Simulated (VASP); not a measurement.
# RbCl (Fm-3m) in VASP: a series of runs

Runs on RbCl. Level: PBEsol. Tasks: single point.

All numbers are computed with VASP 6.6.1; they aren't measurements. Logs are shortened: lines on timing, memory, paths and dates and some standing lists are left out, and cuts for length are marked.

### Step 1. The cell of the first run

Symmetry: Fm-3m, No. 225, cubic system. Conventional cell: a = 6.414 Å, b = 6.414 Å, c = 6.414 Å, α = 90.00°, β = 90.00°, γ = 90.00°. Within 4.2 Å of Rb (site symmetry m-3m) lie 6 Cl at 3.21 Å. Within 4.2 Å of Cl (site symmetry m-3m) lie 6 Rb at 3.21 Å.

### Step 2. Single point, PBEsol (volume scaled by 0.94)

File INCAR:

```
ALGO = Normal
EDIFF = 1E-6
ENCUT = 500
GGA = PS
GGA_COMPAT = False
ISIF = 2
ISMEAR = -1
LASPH = True
LCHARG = True
LELF = True
LREAL = False
LVHAR = True
LWAVE = False
NBANDS = 15
NELM = 120
PREC = Accurate
SIGMA = 0.02
```

File KPOINTS:

```
k-points
0
Gamma
  7 7 7
```

File POSCAR:

```
RbCl
1.0
    0.0000000000      3.2071649199      3.2071649199
    3.2071649199      0.0000000000      3.2071649199
    3.2071649199      3.2071649199      0.0000000000
Rb Cl
1 1
Direct
    0.0000000000      0.0000000000      0.0000000000
    0.5000000000      0.5000000000      0.5000000000
```

Potentials or basis: VASP PAW PBE potentials, release 64 (Rb_sv, Cl).

The run is started by

```console
> cat potpaw_PBE.64/Rb_sv/POTCAR potpaw_PBE.64/Cl/POTCAR > POTCAR
> mpirun -np 1 vasp_std > vasp.out
```

OUTCAR:

```text
EDIFF = 1E-6
   ENCUT = 500
   GGA = PS
   ISIF = 2
   ISMEAR = -1
   LASPH = True
   LREAL = False
   NELM = 120
   PREC = Accurate

 ion  position               nearest neighbor table
   1  0.000  0.000  0.000-   2 3.21   2 3.21   2 3.21   2 3.21   2 3.21   2 3.21
   2  0.500  0.500  0.500-   1 3.21   1 3.21   1 3.21   1 3.21   1 3.21   1 3.21

  LATTYP: Found a face centered cubic cell.
 ALAT       =     6.4143298398

  Lattice vectors:

 A1 = (   0.0000000000,   3.2071649199,   3.2071649199)
 A2 = (   3.2071649199,   0.0000000000,   3.2071649199)
 A3 = (   3.2071649199,   3.2071649199,   0.0000000000)

Analysis of symmetry for initial positions (statically):
=====================================================================
 Subroutine PRICEL returns:
 Original cell was already a primitive cell.

 Routine SETGRP: Setting up the symmetry group for a
 face centered cubic supercell.

 Subroutine GETGRP returns: Found 48 space group operations
 (whereof 48 operations were pure point group operations)
 out of a pool of 48 trial point group operations.

The static configuration has the point symmetry O_h .

Analysis of symmetry for dynamics (positions and initial velocities):
=====================================================================
 Subroutine PRICEL returns:
 Original cell was already a primitive cell.

 Routine SETGRP: Setting up the symmetry group for a
 face centered cubic supercell.

 Subroutine GETGRP returns: Found 48 space group operations
 (whereof 48 operations were pure point group operations)
 out of a pool of 48 trial point group operations.

The dynamic configuration has the point symmetry O_h .

 Subroutine INISYM returns: Found 48 space group operations
 (whereof 48 operations are pure point group operations),
 and found     1 'primitive' translations

----------------------------------------------------------------------------------------

                                     Primitive cell

  volume of cell :      65.9772

  direct lattice vectors                    reciprocal lattice vectors
     0.000000000  3.207164920  3.207164920    -0.155900932  0.155900932  0.155900932
     3.207164920  0.000000000  3.207164920     0.155900932 -0.155900932  0.155900932
     3.207164920  3.207164920  0.000000000     0.155900932  0.155900932 -0.155900932

  length of vectors
     4.535616126  4.535616126  4.535616126     0.270028335  0.270028335  0.270028335

  position of ions in fractional coordinates (direct lattice)
     0.000000000  0.000000000  0.000000000
     0.500000000  0.500000000  0.500000000

  ion indices of the primitive-cell ions
   primitive index   ion index
                 1           1
                 2           2

----------------------------------------------------------------------------------------

 KPOINTS: k-points

Automatic generation of k-mesh.
 Grid dimensions read from file:
 generate k-points for:    7    7    7

 Generating k-lattice:

  Cartesian coordinates                     Fractional coordinates (reciprocal lattice)
    -0.022271562  0.022271562  0.022271562     0.142857143  0.000000000  0.000000000
     0.022271562 -0.022271562  0.022271562     0.000000000  0.142857143  0.000000000
     0.022271562  0.022271562 -0.022271562     0.000000000  0.000000000  0.142857143

  Length of vectors
     0.038575476  0.038575476  0.038575476

  Shift w.r.t. Gamma in fractional coordinates (k-lattice)
     0.000000000  0.000000000  0.000000000

 Subroutine IBZKPT returns following result:
 ===========================================

 Found     20 irreducible k-points:

 Following reciprocal coordinates:
            Coordinates               Weight
  0.000000  0.000000  0.000000      1.000000
  0.142857  0.000000  0.000000      8.000000
  0.285714  0.000000  0.000000      8.000000
  0.428571  0.000000  0.000000      8.000000
  0.142857  0.142857  0.000000      6.000000
  0.285714  0.142857  0.000000     24.000000
[... 12 lines left out ...]
 -0.428571  0.428571  0.142857     24.000000
 -0.285714  0.428571  0.142857     24.000000
   k-points           NKPTS =     20   k-points in BZ     NKDIM =     20   number of bands    NBANDS=     15
   number of dos      NEDOS =    301   number of ions     NIONS =      2
   total plane-waves  NPLWV =  46656
   dimension x,y,z NGX =    36 NGY =   36 NGZ =   36
   dimension x,y,z NGXF=    72 NGYF=   72 NGZF=   72
   ions per type =               1   1
   NGX,Y,Z   is equivalent  to a cutoff of  13.20, 13.20, 13.20 a.u.
   NGXF,Y,Z  is equivalent  to a cutoff of  26.39, 26.39, 26.39 a.u.
 SYSTEM =  unknown system
   PREC   = accura    normal or accurate (medium, high low for compatibility)
   ISTART =      0    job   : 0-new  1-cont  2-samecut
   ICHARG =      2    charge: 1-file 2-atom 10-const
   ISPIN  =      1    spin polarized calculation?
   LNONCOLLINEAR =      F non collinear calculations
   LSORBIT =      F    spin-orbit coupling
   LASPH  =      T    aspherical Exc in radial PAW
   ENCUT  =  500.0 eV  36.75 Ry    6.06 a.u.   8.27  8.27  8.27*2*pi/ulx,y,z
   NELM   =    120;   NELMIN=  2; NELMDL= -5     # of ELM steps
   EDIFF  = 0.1E-05   stopping-criterion for ELM
   LREAL  =      F    real-space projection
   EDIFFG = 0.1E-04   stopping-criterion for IOM
   NSW    =      0    number of steps for IOM
   IBRION =     -1    ionic relax: 0-MD 1-quasi-New 2-CG
   NFREE  =      0    steps in history (QN), initial steepest desc. (CG)
   ISIF   =      2    stress and relaxation
   ISYM   =      2    0-nonsym 1-usesym 2-fastsym
   POTIM  = 0.5000    time-step for ionic-motion
   TEBEG  =    0.0;   TEEND  =   0.0 temperature during run
   PSTRESS=    0.0 pullay stress
   NELECT =      16.0000    total number of electrons
   NUPDOWN=      -1.0000    fix difference up-down
   EMIN   =  10.00;   EMAX   =-10.00  energy-range for DOS
   EFERMI =   0.00;   METHOD = LEGACY
   ISMEAR =    -1;   SIGMA  =   0.02  broadening in eV -4-tet -1-fermi 0-gaus
   EFERMI_NEDOS =   21; number of points for ismear=-14 and -15
   IALGO  =     38    algorithm
   IMIX   =      4    mixing-type and parameters
     AMIX     =   0.40;   BMIX     =  1.00
     AMIX_MAG =   1.60;   BMIX_MAG =  1.00
  volume/ion in A,a.u.               =      32.99       222.62
  Fermi-wavevector in a.u.,A,eV,Ry     =   1.020901  1.929223 14.180514  1.042238
  Thomas-Fermi vector in A             =   2.154496
   LORBIT       =      0    0 simple, 1 ext, 2 COOP (PROOUT), +10 PAW based schemes
   GGA     = PS    functional components
   LHFCALC =     F    Hartree Fock is set to
   AEXX    =    0.0000 exact exchange contribution
   IVDW    =     0    specifies the selected vdW correction
   LEPSILON=     F    determine dielectric tensor
   LRPA    =     F    only Hartree local field effects (RPA)
 non-spin polarized calculation
  energy-cutoff  :      500.00
  volume of cell :       65.98
 maximum number of plane-waves:      1691
 NGX is ok and might be reduce to    36
   NGX = 17   NGY = 17   NGZ = 17

 number of electron      15.9999998 magnetization

 Free energy of the ion-electron system (eV)
  ---------------------------------------------------
  ext. energy  EPLUGINS =         0.00000000
  ---------------------------------------------------
  free energy    TOTEN  =        -6.87933696 eV

  energy without entropy =       -6.87933696  energy(sigma->0) =       -6.87933696

 E-fermi :  -1.1443     XC(G=0):  -7.8595

 val. band max:       -1.6477319681   @ k =   0.0000   0.0000   0.0000
 cond. band min:       3.4275766323   @ k =   0.0000   0.0000   0.0000
 fundamental gap:      5.0753086004
 Fermi energy:        -1.1443063167

 k-point     1 :       0.0000    0.0000    0.0000
  band No.  band energies     occupation
      1     -25.3513      2.00000
      2     -13.6928      2.00000
      3      -9.4110      2.00000
      4      -9.4110      2.00000
      5      -9.4110      2.00000
      6      -1.6477      2.00000
      7      -1.6477      2.00000
      8      -1.6477      2.00000
      9       3.4276      0.00000
     10       6.2826      0.00000
     11       6.2826      0.00000
     12       6.2826      0.00000
     13       7.3217      0.00000
     14       7.3217      0.00000
     15      10.4723      0.00000

 k-point     2 :       0.1429    0.0000    0.0000
  band No.  band energies     occupation
      1     -25.3467      2.00000
      2     -13.7109      2.00000
      3      -9.4136      2.00000
      4      -9.4136      2.00000
      5      -9.4013      2.00000
      6      -1.8827      2.00000
      7      -1.7336      2.00000
      8      -1.7336      2.00000
      9       3.9401      0.00000
     10       6.1367      0.00000
     11       6.5599      0.00000
     12       6.5599      0.00000
     13       7.6683      0.00000
     14       7.6683      0.00000
     15      11.3476      0.00000

 k-point     3 :       0.2857    0.0000    0.0000
  band No.  band energies     occupation
      1     -25.3364      2.00000
      2     -13.7511      2.00000
      3      -9.4194      2.00000
      4      -9.4194      2.00000
      5      -9.3798      2.00000
      6      -2.3243      2.00000
      7      -1.9160      2.00000
      8      -1.9160      2.00000
      9       5.1061      0.00000
     10       6.1004      0.00000
     11       7.3509      0.00000
     12       7.3509      0.00000
     13       8.5854      0.00000
     14       8.5854      0.00000
     15      12.1207      0.00000

 k-point     4 :       0.4286    0.0000    0.0000
  band No.  band energies     occupation
      1     -25.3280      2.00000
      2     -13.7830      2.00000
      3      -9.4239      2.00000
      4      -9.4239      2.00000
      5      -9.3630      2.00000
      6      -2.6237      2.00000
      7      -2.0529      2.00000
      8      -2.0529      2.00000
      9       6.0642      0.00000
     10       6.3965      0.00000
     11       8.4316      0.00000
     12       8.4316      0.00000
     13       9.6486      0.00000
     14       9.6486      0.00000
     15      11.0456      0.00000
[... 235 lines left out ...]
 k-point    18 :      -0.4286    0.2857    0.1429
  band No.  band energies     occupation
      1     -25.3234      2.00000
      2     -13.7252      2.00000
      3      -9.5709      2.00000
      4      -9.5369      2.00000
      5      -9.3945      2.00000
      6      -2.3494      2.00000
      7      -2.0124      2.00000
      8      -1.9008      2.00000
      9       5.8329      0.00000
     10       6.2914      0.00000
     11       8.0520      0.00000
     12       8.7144      0.00000
     13       9.2513      0.00000
     14       9.9674      0.00000
     15      10.5591      0.00000

 k-point    19 :      -0.4286    0.4286    0.1429
  band No.  band energies     occupation
      1     -25.3212      2.00000
      2     -13.6769      2.00000
      3      -9.6819      2.00000
      4      -9.5834      2.00000
      5      -9.4471      2.00000
      6      -2.0834      2.00000
      7      -1.9461      2.00000
      8      -1.8057      2.00000
      9       4.9911      0.00000
     10       6.7216      0.00000
     11       7.7912      0.00000
     12       8.8249      0.00000
     13       9.1448      0.00000
     14      10.0797      0.00000
     15      10.7175      0.00000

 k-point    20 :      -0.2857    0.4286    0.1429
  band No.  band energies     occupation
      1     -25.3204      2.00000
      2     -13.6907      2.00000
      3      -9.6737      2.00000
      4      -9.5979      2.00000
      5      -9.3988      2.00000
      6      -2.1991      2.00000
      7      -1.9107      2.00000
      8      -1.9052      2.00000
      9       5.6819      0.00000
     10       6.4326      0.00000
     11       7.9692      0.00000
     12       8.0946      0.00000
     13       9.8789      0.00000
     14      10.0587      0.00000
     15      11.1977      0.00000

------------------------ aborting loop because EDIFF is reached ----------------------------------------

  FORCE on cell =-STRESS in cart. coord.  units (eV):
  Direction    XX          YY          ZZ          XY          YZ          ZX
  --------------------------------------------------------------------------------------
  -------------------------------------------------------------------------------------
  Total        0.4846586      0.4846586      0.4846586      0.0000000      0.0000000     -0.0000000
  in kB       11.7693540     11.7693540     11.7693540      0.0000000      0.0000000     -0.0000000
  external PRESSURE =      11.7693540 kB  Pullay stress =       0.0000000 kB

 VOLUME and BASIS-vectors are now :
 -----------------------------------------------------------------------------
  energy-cutoff  :      500.00
  volume of cell :       65.98
      direct lattice vectors                 reciprocal lattice vectors
     0.000000000  3.207164920  3.207164920    -0.155900932  0.155900932  0.155900932
     3.207164920  0.000000000  3.207164920     0.155900932 -0.155900932  0.155900932
     3.207164920  3.207164920  0.000000000     0.155900932  0.155900932 -0.155900932

 POSITION                                       TOTAL-FORCE (eV/Angst)
 -----------------------------------------------------------------------------------
      0.00000      0.00000      0.00000        -0.000000     -0.000000     -0.000000
      3.20716      3.20716      3.20716         0.000000      0.000000      0.000000
 -----------------------------------------------------------------------------------
    total drift:                                0.000000      0.000000      0.000000

  FREE ENERGIE OF THE ION-ELECTRON SYSTEM (eV)
  ---------------------------------------------------
  free  energy   TOTEN  =        -6.8793369578 eV

  energy  without entropy=       -6.8793369578  energy(sigma->0) =       -6.87933696
```

It took 30 s on 1 thread of Intel Xeon 8259CL, shared host; peak memory 0.2 GiB.

Results:

* Free energy: -6.8793 eV
* Pressure: 1.2 GPa
* Band gap on the k mesh: 5.08 eV, direct

Caveat: the PAW data sets were made with another functional, which shifts forces and pressure a little.

[end of part 1 of 3]
